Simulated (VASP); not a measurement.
# ZnIn2 (Fd-3m) in VASP: further runs

ZnIn2 is run at these levels: PBE; tasks: single point, relaxation of cell and atoms.

Everything below comes from runs of VASP 6.6.1. Logs are shortened: lines on timing, memory, paths and dates and some standing lists are left out, and cuts for length are marked.

## Step 1: The cell of the first run

It takes space group Fd-3m (No. 227, cubic). The conventional cell has a = 8.636 Å, b = 8.636 Å, c = 8.636 Å, α = 90.00°, β = 90.00°, γ = 90.00°. Within 4.7 Å of Zn (site symmetry -43m) lie 12 In at 3.58 Å and 4 Zn at 3.74 Å. Within 4.0 Å of In (site symmetry -3m) lie 6 In at 3.05 Å and 6 Zn at 3.58 Å.

## Step 2: Single point, PBE

Input file INCAR:

```
  ALGO = Normal
  EDIFF = 1E-7
  ENCUT = 520
  GGA = PE
  ISIF = 2
  ISMEAR = 0
  LASPH = True
  LCHARG = False
  LREAL = False
  LWAVE = False
  NBANDS = 47
  NELM = 60
  PREC = Accurate
  SIGMA = 0.1
```

Input file KPOINTS:

```
k-points
0
Gamma
  4 4 4
```

Input file POSCAR:

```
ZnIn2
1.0
    0.0000000000      4.3180620807      4.3180620807
    4.3180620807      0.0000000000      4.3180620807
    4.3180620807      4.3180620807      0.0000000000
Zn In
2 4
Direct
    0.0000000000      0.0000000000      0.0000000000
    0.2500000000      0.2500000000      0.2500000000
    0.6250000000      0.6250000000      0.6250000000
    0.1250000000      0.6250000000      0.6250000000
    0.6250000000      0.6250000000      0.1250000000
    0.6250000000      0.1250000000      0.6250000000
```

Potentials or basis: VASP PAW PBE potentials, release 64 (Zn, In_d).

Started as:

```
> cat potpaw_PBE.64/Zn/POTCAR potpaw_PBE.64/In_d/POTCAR > POTCAR
> mpirun -np 1 vasp_std > vasp.out
```

OUTCAR:

```text
EDIFF = 1E-7
   ENCUT = 520
   GGA = PE
   ISIF = 2
   ISMEAR = 0
   LASPH = True
   LREAL = False
   NELM = 60
   PREC = Accurate

 ion  position               nearest neighbor table
   1  0.000  0.000  0.000-
   2  0.250  0.250  0.250-
   3  0.625  0.625  0.625-   4 3.05   5 3.05   6 3.05   5 3.05   6 3.05   4 3.05
   4  0.125  0.625  0.625-   3 3.05   5 3.05   6 3.05   3 3.05   5 3.05   6 3.05
   5  0.625  0.625  0.125-   3 3.05   3 3.05   4 3.05   6 3.05   6 3.05   4 3.05
   6  0.625  0.125  0.625-   3 3.05   5 3.05   3 3.05   4 3.05   5 3.05   4 3.05

  LATTYP: Found a face centered cubic cell.
 ALAT       =     8.6361241614

  Lattice vectors:

 A1 = (   0.0000000000,   4.3180620807,   4.3180620807)
 A2 = (   4.3180620807,   0.0000000000,   4.3180620807)
 A3 = (   4.3180620807,   4.3180620807,   0.0000000000)

Analysis of symmetry for initial positions (statically):
=====================================================================
 Subroutine PRICEL returns:
 Original cell was already a primitive cell.

 Routine SETGRP: Setting up the symmetry group for a
 face centered cubic supercell.

 Subroutine GETGRP returns: Found 48 space group operations
 (whereof 24 operations were pure point group operations)
 out of a pool of 48 trial point group operations.

The static configuration has the point symmetry T_d .
 The point group associated with its full space group is O_h .

Analysis of symmetry for dynamics (positions and initial velocities):
=====================================================================
 Subroutine PRICEL returns:
 Original cell was already a primitive cell.

 Routine SETGRP: Setting up the symmetry group for a
 face centered cubic supercell.

 Subroutine GETGRP returns: Found 48 space group operations
 (whereof 24 operations were pure point group operations)
 out of a pool of 48 trial point group operations.

The dynamic configuration has the point symmetry T_d .
 The point group associated with its full space group is O_h .

 Subroutine INISYM returns: Found 48 space group operations
 (whereof 24 operations are pure point group operations),
 and found     1 'primitive' translations

----------------------------------------------------------------------------------------

[... 83 lines left out ...]
   EDIFF  = 0.1E-06   stopping-criterion for ELM
   LREAL  =      F    real-space projection
   EDIFFG = 0.1E-05   stopping-criterion for IOM
   NSW    =      0    number of steps for IOM
   IBRION =     -1    ionic relax: 0-MD 1-quasi-New 2-CG
   NFREE  =      0    steps in history (QN), initial steepest desc. (CG)
   ISIF   =      2    stress and relaxation
   ISYM   =      2    0-nonsym 1-usesym 2-fastsym
   POTIM  = 0.5000    time-step for ionic-motion
   TEBEG  =    0.0;   TEEND  =   0.0 temperature during run
   PSTRESS=    0.0 pullay stress
   NELECT =      76.0000    total number of electrons
   NUPDOWN=      -1.0000    fix difference up-down
   EMIN   =  10.00;   EMAX   =-10.00  energy-range for DOS
   EFERMI =   0.00;   METHOD = LEGACY
   ISMEAR =     0;   SIGMA  =   0.10  broadening in eV -4-tet -1-fermi 0-gaus
   EFERMI_NEDOS =   21; number of points for ismear=-14 and -15
   IALGO  =     38    algorithm
   IMIX   =      4    mixing-type and parameters
     AMIX     =   0.40;   BMIX     =  1.00
     AMIX_MAG =   1.60;   BMIX_MAG =  1.00
  volume/ion in A,a.u.               =      26.84       181.11
  Fermi-wavevector in a.u.,A,eV,Ry     =   1.274619  2.408681 22.104764  1.624654
  Thomas-Fermi vector in A             =   2.407377
   LORBIT       =      0    0 simple, 1 ext, 2 COOP (PROOUT), +10 PAW based schemes
   GGA     = PE    functional components
   LHFCALC =     F    Hartree Fock is set to
   AEXX    =    0.0000 exact exchange contribution
   IVDW    =     0    specifies the selected vdW correction
   LEPSILON=     F    determine dielectric tensor
   LRPA    =     F    only Hartree local field effects (RPA)
 non-spin polarized calculation
 Gauss-broadening in eV      SIGMA  =   0.10
  energy-cutoff  :      520.00
  volume of cell :      161.03
 maximum number of plane-waves:      4348
 NGX is ok and might be reduce to    48
   NGX = 23   NGY = 23   NGZ = 23

 number of electron      76.0000002 magnetization

 Free energy of the ion-electron system (eV)
  ---------------------------------------------------
  ext. energy  EPLUGINS =         0.00000000
  ---------------------------------------------------
  free energy    TOTEN  =       -10.70002137 eV

  energy without entropy =      -10.67783862  energy(sigma->0) =      -10.68893000

 E-fermi :   4.7598     XC(G=0):  -9.6779

 val. band max:        4.7435529560   @ k =   0.5000   0.2500   0.0000
 cond. band min:       4.9452868694   @ k =   0.2500   0.2500   0.0000
 fundamental gap:      0.2017339134
 Fermi energy:         4.7597722645

 k-point     1 :       0.0000    0.0000    0.0000
  band No.  band energies     occupation
      1     -10.3504      2.00000
      2     -10.1306      2.00000
      3     -10.1306      2.00000
      4     -10.1306      2.00000
      5     -10.1053      2.00000
      6     -10.1053      2.00000
[... 389 lines left out ...]
     46       8.8563      0.00000
     47      10.9757      0.00000

------------------------ aborting loop because EDIFF is reached ----------------------------------------

  FORCE on cell =-STRESS in cart. coord.  units (eV):
  Direction    XX          YY          ZZ          XY          YZ          ZX
  --------------------------------------------------------------------------------------
  -------------------------------------------------------------------------------------
  Total        0.2910577      0.2910577      0.2910577      0.0000000     -0.0000000      0.0000000
  in kB        2.8959628      2.8959628      2.8959628      0.0000000     -0.0000000      0.0000000
  external PRESSURE =       2.8959628 kB  Pullay stress =       0.0000000 kB

 VOLUME and BASIS-vectors are now :
 -----------------------------------------------------------------------------
  energy-cutoff  :      520.00
  volume of cell :      161.03
      direct lattice vectors                 reciprocal lattice vectors
     0.000000000  4.318062081  4.318062081    -0.115792684  0.115792684  0.115792684
     4.318062081  0.000000000  4.318062081     0.115792684 -0.115792684  0.115792684
     4.318062081  4.318062081  0.000000000     0.115792684  0.115792684 -0.115792684

 POSITION                                       TOTAL-FORCE (eV/Angst)
 -----------------------------------------------------------------------------------
      0.00000      0.00000      0.00000         0.000000     -0.000000     -0.000000
      2.15903      2.15903      2.15903        -0.000000      0.000000      0.000000
      5.39758      5.39758      5.39758        -0.000000      0.000000      0.000000
      5.39758      3.23855      3.23855        -0.000000      0.000000      0.000000
      3.23855      3.23855      5.39758        -0.000000      0.000000      0.000000
      3.23855      5.39758      3.23855        -0.000000      0.000000      0.000000
 -----------------------------------------------------------------------------------
    total drift:                                0.000000      0.000000      0.000000

  FREE ENERGIE OF THE ION-ELECTRON SYSTEM (eV)
  ---------------------------------------------------
  free  energy   TOTEN  =       -10.7000213715 eV

  energy  without entropy=      -10.6778386245  energy(sigma->0) =      -10.68893000
```

stdout:

```text
POSCAR found type information on POSCAR ZnIn
 POSCAR found :  2 types and       6 ions
 scaLAPACK will be used
 LDA part: xc-table for (Slater+PW92), standard interpolation
 POSCAR, INCAR and KPOINTS ok, starting setup
 FFT: planning ... GRIDC
 FFT: planning ... GRID_SOFT
 FFT: planning ... GRID
 WAVECAR not read
 entering main loop
```

Wall time 2 min (1 thread of Intel Xeon 8259CL, shared host); peak memory 0.33 GiB.

Results:

```yaml
Free_energy: -10.7000 eV
Pressure: 0.3 GPa
Band_gap_on_the_k_mesh: zero (bands 38 and 39 overlap by 2.94 eV)
```

Caveat: spin-orbit coupling is left out, which moves the levels of the heavy elements.

## Step 3: Relaxation of cell and atoms, PBE

This run uses another cell than the first one, of 21.02 Å³/atom.

Input file INCAR:

```
SYSTEM = ZnIn2
ALGO = Normal
EDIFF = 1E-6
EDIFFG = -0.04
ENCUT = 600
GGA = PE
IBRION = 2
ISIF = 3
ISMEAR = 0
LASPH = .TRUE.
LCHARG = .FALSE.
LREAL = .FALSE.
LWAVE = .FALSE.
NELM = 80
NSW = 90
PREC = Accurate
SIGMA = 0.1
```

Input file KPOINTS:

```
k-points
0
G
  4 4 4
  0 0 0
```

Edit POSCAR of step 2 so:

```diff
@@ -2,5 +2,5 @@
 1.0
-    0.0000000000      4.3180620807      4.3180620807
-    4.3180620807      0.0000000000      4.3180620807
-    4.3180620807      4.3180620807      0.0000000000
+    0.0000000000      3.9802854942      3.9802854942
+    3.9802854942      0.0000000000      3.9802854942
+    3.9802854942      3.9802854942      0.0000000000
 Zn In
```

Potentials or basis: VASP PAW PBE potentials, release 64 (Zn, In_d).

Started as:

```
> cat potpaw_PBE.64/Zn/POTCAR potpaw_PBE.64/In_d/POTCAR > POTCAR
> mpirun -np 1 vasp_std > vasp.out
```

It took 4.3 min on 1 thread of Intel Xeon 8259CL, shared host; peak memory 0.35 GiB.

The run converged. Its results:

| Item | Value |
| --- | --- |
| Free energy | -10.6908 eV |
| Relaxed volume | 27.02 Å³/atom |
| Relaxed cell | a = 6.121 Å, b = 6.121 Å, c = 6.121 Å, α = 60.00°, β = 60.00°, γ = 60.00° |
| Space group after relaxing (to 0.1 Å) | Fd-3m (No. 227) |
| Energy gained by relaxing | 218.7 meV/atom |
| Ionic steps | 3 |
| Pressure after relaxing | 0.1 GPa |
| Band gap on the k mesh | zero (bands 38 and 39 overlap by 2.91 eV) |

The path:
| step | energy change (eV) | largest force (eV/Å) | pressure (GPa) | volume (Å³) |
| --- | --- | --- | --- | --- |
| 1 | 0.0000 | 0.0000 | 14.96 | 126.12 |
| 2 | -1.3078 | 0.0000 | -0.49 | 165.43 |
| 3 | -1.3123 | 0.0000 | 0.08 | 162.14 |

Final structure:
```cif
data_structure
_symmetry_space_group_name_H-M 'P 1'
_symmetry_Int_Tables_number 1
_cell_length_a 6.1207
_cell_length_b 6.1207
_cell_length_c 6.1207
_cell_angle_alpha 60.000
_cell_angle_beta 60.000
_cell_angle_gamma 60.000
_cell_volume 162.14
loop_
_atom_site_label
_atom_site_type_symbol
_atom_site_fract_x
_atom_site_fract_y
_atom_site_fract_z
_atom_site_occupancy
Zn1 Zn 0.00000 0.00000 0.00000 1
Zn2 Zn 0.25000 0.25000 0.25000 1
In1 In 0.62500 0.62500 0.62500 1
In2 In 0.12500 0.62500 0.62500 1
In3 In 0.62500 0.62500 0.12500 1
In4 In 0.62500 0.12500 0.62500 1
```

Levels at points of the mesh, in eV from the Fermi level:
```tsv
k point	band 35	band 36	band 37	band 38	band 39	band 40	band 41	band 42
(0.00, 0.00, 0.00)	-2.44	-2.19	-1.60	-1.60	-1.60	-0.65	0.60	0.60
(0.50, 0.00, 0.00)	-3.09	-1.78	-1.43	-1.43	0.33	2.24	2.24	2.32
(0.50, 0.50, 0.00)	-3.64	-3.64	1.30	1.30	2.12	2.12	2.74	2.74
```

Caveat: the volume moved by over 15 % at a fixed basis, so the end points are rough; spin-orbit coupling is left out, which moves the levels of the heavy elements.
